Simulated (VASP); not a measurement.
# Na (P6_3/mmc) in VASP: a series of runs

Na is run at these levels: PBEsol; tasks: single point.

All numbers are computed with VASP 6.6.1; they aren't measurements. Logs are shortened: lines on timing, memory, paths and dates and some standing lists are left out, and cuts for length are marked.

### 1 The cell of the first run

The structure is hexagonal, space group P6_3/mmc (No. 194). Conventional cell: a = 3.700 Å, b = 3.700 Å, c = 13.039 Å, α = 90.00°, β = 90.00°, γ = 120.00°. Within 4.9 Å of Na (site symmetry -6m2) lie 12 Na at 3.70 to 3.90 Å. Within 4.9 Å of Na (site symmetry -3m) lie 12 Na at 3.70 to 3.90 Å.

### 2 Single point, PBEsol

Input file INCAR:

```
PREC = Accurate
ENCUT = 520
EDIFF = 1E-6
ISMEAR = -1
SIGMA = 0.05
LREAL = False
LASPH = True
NELM = 60
ALGO = Normal
ISIF = 2
LWAVE = False
LCHARG = True
GGA = PS
LELF = True
LVHAR = True
NBANDS = 22
```

Input file KPOINTS:

```
regular mesh
0
Gamma
  7 7 2
```

Input file POSCAR:

```
Na
1.0
    3.7003831212      0.0000000000      0.0000000000
   -1.8501915606      3.2046257867      0.0000000000
    0.0000000000      0.0000000000     13.0388144016
Na
4
Direct
    0.6666666667      0.3333333333      0.7500000000
    0.0000000000      0.0000000000      0.5000000000
    0.3333333333      0.6666666667      0.2500000000
    0.0000000000      0.0000000000      0.0000000000
```

Potentials or basis: VASP PAW PBE potentials, release 64 (Na_pv).

Started as:

```bash
cat potpaw_PBE.64/Na_pv/POTCAR > POTCAR
mpirun -np 1 vasp_std > vasp.out
```

OUTCAR:

```text
PREC = Accurate
   ENCUT = 520
   EDIFF = 1E-6
   ISMEAR = -1
   LREAL = False
   LASPH = True
   NELM = 60
   ISIF = 2
   GGA = PS

 ion  position               nearest neighbor table
   1  0.667  0.333  0.750-
   2  0.000  0.000  0.500-
   3  0.333  0.667  0.250-
   4  0.000  0.000  0.000-

  LATTYP: Found a hexagonal cell.
 ALAT       =     3.7003831212
 C/A-ratio  =     3.5236390326

  Lattice vectors:

 A1 = (   3.7003831212,   0.0000000000,   0.0000000000)
 A2 = (  -1.8501915606,   3.2046257867,   0.0000000000)
 A3 = (   0.0000000000,   0.0000000000,  13.0388144016)

Analysis of symmetry for initial positions (statically):
=====================================================================
 Subroutine PRICEL returns:
 Original cell was already a primitive cell.

 Routine SETGRP: Setting up the symmetry group for a
 hexagonal supercell.

 Subroutine GETGRP returns: Found 24 space group operations
 (whereof 12 operations were pure point group operations)
 out of a pool of 24 trial point group operations.

The static configuration has the point symmetry D_3d.
 The point group associated with its full space group is D_6h.

Analysis of symmetry for dynamics (positions and initial velocities):
=====================================================================
 Subroutine PRICEL returns:
 Original cell was already a primitive cell.

 Routine SETGRP: Setting up the symmetry group for a
 hexagonal supercell.

 Subroutine GETGRP returns: Found 24 space group operations
 (whereof 12 operations were pure point group operations)
 out of a pool of 24 trial point group operations.

The dynamic configuration has the point symmetry D_3d.
 The point group associated with its full space group is D_6h.

 Subroutine INISYM returns: Found 24 space group operations
 (whereof 12 operations are pure point group operations),
 and found     1 'primitive' translations

----------------------------------------------------------------------------------------

                                     Primitive cell

  volume of cell :     154.6187

  direct lattice vectors                    reciprocal lattice vectors
     3.700383121  0.000000000  0.000000000     0.270242288  0.156024458  0.000000000
    -1.850191561  3.204625787  0.000000000     0.000000000  0.312048915  0.000000000
     0.000000000  0.000000000 13.038814402     0.000000000  0.000000000  0.076694090

  length of vectors
     3.700383121  3.700383121 13.038814402     0.312048915  0.312048915  0.076694090

  position of ions in fractional coordinates (direct lattice)
     0.666666667  0.333333333  0.750000000
     0.000000000  0.000000000  0.500000000
     0.333333333  0.666666667  0.250000000
     0.000000000  0.000000000  0.000000000

  ion indices of the primitive-cell ions
   primitive index   ion index
                 1           1
                 2           2
                 3           3
                 4           4

----------------------------------------------------------------------------------------

 KPOINTS: regular mesh

Automatic generation of k-mesh.
 Grid dimensions read from file:
 generate k-points for:    7    7    2

 Generating k-lattice:

  Cartesian coordinates                     Fractional coordinates (reciprocal lattice)
     0.038606041  0.022289208  0.000000000     0.142857143  0.000000000  0.000000000
     0.000000000  0.044578416  0.000000000     0.000000000  0.142857143  0.000000000
     0.000000000  0.000000000  0.038347045     0.000000000  0.000000000  0.500000000

  Length of vectors
     0.044578416  0.044578416  0.038347045

  Shift w.r.t. Gamma in fractional coordinates (k-lattice)
     0.000000000  0.000000000  0.000000000

 Subroutine IBZKPT returns following result:
 ===========================================

 Found     16 irreducible k-points:

 Following reciprocal coordinates:
            Coordinates               Weight
  0.000000  0.000000  0.000000      1.000000
  0.142857  0.000000  0.000000      6.000000
  0.285714  0.000000  0.000000      6.000000
  0.428571  0.000000  0.000000      6.000000
  0.142857  0.142857  0.000000      6.000000
  0.285714  0.142857  0.000000     12.000000
[... 8 lines left out ...]
  0.428571  0.142857  0.500000      6.000000
  0.285714  0.285714  0.500000      6.000000
   k-points           NKPTS =     16   k-points in BZ     NKDIM =     16   number of bands    NBANDS=     22
   number of dos      NEDOS =    301   number of ions     NIONS =      4
   total plane-waves  NPLWV =  76832
   dimension x,y,z NGX =    28 NGY =   28 NGZ =   98
   dimension x,y,z NGXF=    56 NGYF=   56 NGZF=  196
   ions per type =               4
   NGX,Y,Z   is equivalent  to a cutoff of  12.58, 12.58, 12.50 a.u.
   NGXF,Y,Z  is equivalent  to a cutoff of  25.16, 25.16, 24.99 a.u.
 SYSTEM =  unknown system
   PREC   = accura    normal or accurate (medium, high low for compatibility)
   ISTART =      0    job   : 0-new  1-cont  2-samecut
   ICHARG =      2    charge: 1-file 2-atom 10-const
   ISPIN  =      1    spin polarized calculation?
   LNONCOLLINEAR =      F non collinear calculations
   LSORBIT =      F    spin-orbit coupling
   LASPH  =      T    aspherical Exc in radial PAW
   ENCUT  =  520.0 eV  38.22 Ry    6.18 a.u.   6.88  6.88 24.24*2*pi/ulx,y,z
   NELM   =     60;   NELMIN=  2; NELMDL= -5     # of ELM steps
   EDIFF  = 0.1E-05   stopping-criterion for ELM
   LREAL  =      F    real-space projection
   EDIFFG = 0.1E-04   stopping-criterion for IOM
   NSW    =      0    number of steps for IOM
   IBRION =     -1    ionic relax: 0-MD 1-quasi-New 2-CG
   NFREE  =      0    steps in history (QN), initial steepest desc. (CG)
   ISIF   =      2    stress and relaxation
   ISYM   =      2    0-nonsym 1-usesym 2-fastsym
   POTIM  = 0.5000    time-step for ionic-motion
   TEBEG  =    0.0;   TEEND  =   0.0 temperature during run
   PSTRESS=    0.0 pullay stress
   NELECT =      28.0000    total number of electrons
   NUPDOWN=      -1.0000    fix difference up-down
   EMIN   =  10.00;   EMAX   =-10.00  energy-range for DOS
   EFERMI =   0.00;   METHOD = LEGACY
   ISMEAR =    -1;   SIGMA  =   0.05  broadening in eV -4-tet -1-fermi 0-gaus
   EFERMI_NEDOS =   21; number of points for ismear=-14 and -15
   IALGO  =     38    algorithm
   IMIX   =      4    mixing-type and parameters
     AMIX     =   0.40;   BMIX     =  1.00
     AMIX_MAG =   1.60;   BMIX_MAG =  1.00
  volume/ion in A,a.u.               =      38.65       260.85
  Fermi-wavevector in a.u.,A,eV,Ry     =   0.926204  1.750272 11.671818  0.857854
  Thomas-Fermi vector in A             =   2.052141
   LORBIT       =      0    0 simple, 1 ext, 2 COOP (PROOUT), +10 PAW based schemes
   GGA     = PS    functional components
   LHFCALC =     F    Hartree Fock is set to
   AEXX    =    0.0000 exact exchange contribution
   IVDW    =     0    specifies the selected vdW correction
   LEPSILON=     F    determine dielectric tensor
   LRPA    =     F    only Hartree local field effects (RPA)
 non-spin polarized calculation
  energy-cutoff  :      520.00
  volume of cell :      154.62
 maximum number of plane-waves:      4186
 NGX is ok and might be reduce to    28
   NGX = 13   NGY = 13   NGZ = 49

 number of electron      28.0000002 magnetization

 Free energy of the ion-electron system (eV)
  ---------------------------------------------------
  ext. energy  EPLUGINS =         0.00000000
  ---------------------------------------------------
  free energy    TOTEN  =        -5.59653704 eV

  energy without entropy =       -5.57924754  energy(sigma->0) =       -5.58789229

 E-fermi :   0.0808     XC(G=0):  -6.3910

 val. band max:       -0.0110012614   @ k =   0.2857   0.1429   0.0000
 cond. band min:       0.1944767321   @ k =   0.2857   0.0000   0.5000
 fundamental gap:      0.2054779935
 Fermi energy:         0.0808116900

 k-point     1 :       0.0000    0.0000    0.0000
  band No.  band energies     occupation
      1     -24.6549      2.00000
      2     -24.6429      2.00000
      3     -24.6426      2.00000
      4     -24.6346      2.00000
      5     -24.6346      2.00000
      6     -24.6333      2.00000
[... 14 lines left out ...]
     21      10.5887      0.00000
     22      10.6215      0.00000

 k-point     2 :       0.1429    0.0000    0.0000
  band No.  band energies     occupation
      1     -24.6530      2.00000
      2     -24.6436      2.00000
      3     -24.6435      2.00000
      4     -24.6401      2.00000
      5     -24.6380      2.00000
      6     -24.6374      2.00000
[... 14 lines left out ...]
     21       8.1723      0.00000
     22       8.2298      0.00000

 k-point     3 :       0.2857    0.0000    0.0000
  band No.  band energies     occupation
      1     -24.6540      2.00000
      2     -24.6535      2.00000
      3     -24.6521      2.00000
      4     -24.6507      2.00000
      5     -24.6481      2.00000
      6     -24.6397      2.00000
[... 14 lines left out ...]
     21       5.9843      0.00000
     22       6.0437      0.00000

 k-point     4 :       0.4286    0.0000    0.0000
  band No.  band energies     occupation
      1     -24.6642      2.00000
      2     -24.6632      2.00000
      3     -24.6619      2.00000
      4     -24.6608      2.00000
      5     -24.6430      2.00000
      6     -24.6424      2.00000
[... 14 lines left out ...]
     21       4.9101      0.00000
     22       5.3032      0.00000

 k-point     5 :       0.1429    0.1429    0.0000
  band No.  band energies     occupation
      1     -24.6498      2.00000
      2     -24.6495      2.00000
      3     -24.6494      2.00000
      4     -24.6479      2.00000
      5     -24.6469      2.00000
      6     -24.6399      2.00000
[... 217 lines left out ...]
 k-point    14 :       0.2857    0.1429    0.5000
  band No.  band energies     occupation
      1     -24.6587      2.00000
      2     -24.6587      2.00000
      3     -24.6573      2.00000
      4     -24.6573      2.00000
      5     -24.6441      2.00000
      6     -24.6441      2.00000
[... 14 lines left out ...]
     21       4.8938      0.00000
     22       4.8938      0.00000

 k-point    15 :       0.4286    0.1429    0.5000
  band No.  band energies     occupation
      1     -24.6632      2.00000
      2     -24.6632      2.00000
      3     -24.6611      2.00000
      4     -24.6611      2.00000
      5     -24.6459      2.00000
      6     -24.6459      2.00000
[... 14 lines left out ...]
     21       5.0080      0.00000
     22       5.0080      0.00000

 k-point    16 :       0.2857    0.2857    0.5000
  band No.  band energies     occupation
      1     -24.6589      2.00000
      2     -24.6589      2.00000
      3     -24.6576      2.00000
      4     -24.6576      2.00000
      5     -24.6510      2.00000
      6     -24.6510      2.00000
[... 14 lines left out ...]
     21       4.4241      0.00000
     22       4.4241      0.00000

------------------------ aborting loop because EDIFF is reached ----------------------------------------

  FORCE on cell =-STRESS in cart. coord.  units (eV):
  Direction    XX          YY          ZZ          XY          YZ          ZX
  --------------------------------------------------------------------------------------
  -------------------------------------------------------------------------------------
  Total       -0.0440832     -0.0440832     -1.1070956      0.0000000      0.0000000      0.0000000
  in kB       -0.4567955     -0.4567955    -11.4718536      0.0000000      0.0000000      0.0000000
  external PRESSURE =      -4.1284816 kB  Pullay stress =       0.0000000 kB

 VOLUME and BASIS-vectors are now :
 -----------------------------------------------------------------------------
  energy-cutoff  :      520.00
  volume of cell :      154.62
      direct lattice vectors                 reciprocal lattice vectors
     3.700383121  0.000000000  0.000000000     0.270242288  0.156024458  0.000000000
    -1.850191561  3.204625787  0.000000000     0.000000000  0.312048915  0.000000000
     0.000000000  0.000000000 13.038814402     0.000000000  0.000000000  0.076694090

 POSITION                                       TOTAL-FORCE (eV/Angst)
 -----------------------------------------------------------------------------------
      1.85019      1.06821      9.77911        -0.000000      0.000000     -0.000000
      0.00000      0.00000      6.51941         0.000000      0.000000      0.000000
     -0.00000      2.13642      3.25970        -0.000000     -0.000000      0.000000
      0.00000      0.00000      0.00000         0.000000      0.000000      0.000000
 -----------------------------------------------------------------------------------
    total drift:                                0.000000     -0.000000      0.000000

  FREE ENERGIE OF THE ION-ELECTRON SYSTEM (eV)
  ---------------------------------------------------
  free  energy   TOTEN  =        -5.5965370378 eV

  energy  without entropy=       -5.5792475405  energy(sigma->0) =       -5.58789229
```

It took 37 s on 1 thread of Intel Xeon Platinum 8488C (Sapphire Rapids), shared host; peak memory 0.26 GiB.

What came out:

```
Free energy            : -5.5965 eV
Pressure               : -0.4 GPa
Band gap on the k mesh : zero (band 14 reaches 1.40 eV, above the bottom of band 15 at -2.10 eV)
```

Stress tensor (GPa, compression positive):
```
-0.05  0.00  0.00
 0.00 -0.05  0.00
 0.00  0.00 -1.15
```

Caveat: the PAW data sets were made with another functional, which shifts forces and pressure a little.

(Part 1 of 3 ends here.)
